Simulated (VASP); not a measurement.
C, 8 atoms in the cell. The cell holds a slab with vacuum, 8 atoms: a = 2.470 Å, b = 2.470 Å, c = 25.219 Å, α = 90.00°, β = 90.00°, γ = 120.00°. 

```yaml
Program: VASP 6.6.1
Task: single point
Functional: RPBE
Potentials_or_basis: VASP PAW PBE potentials, release 64 (C)
Cutoff: 520 eV
k_mesh: 12 × 12 × 1
Occupations: fermi-dirac, width 0.05 eV
Spin: no spin polarisation
Dipole_correction: yes
Further_INCAR_settings: ALGO = Normal; EDIFF = 1e-06; NBANDS = 26
```

Potentials or basis: VASP PAW PBE potentials, release 64 (C).

Launch:

```console
$ cat potpaw_PBE.64/C/POTCAR > POTCAR
$ mpirun -np 1 vasp_std > vasp.out
```

Hardware: 1 thread of Intel(R) Xeon(R) Platinum 8259CL CPU @ 2.50GHz (Skylake/Cascade Lake) (shared host).

How long does it take, and how much memory?

Wall time 80 s on 1 thread of Intel(R) Xeon(R) Platinum 8259CL CPU @ 2.50GHz (Skylake/Cascade Lake), with other jobs on the host, peak memory 0.24 GiB. Counts: scf iterations 22, k points 19.
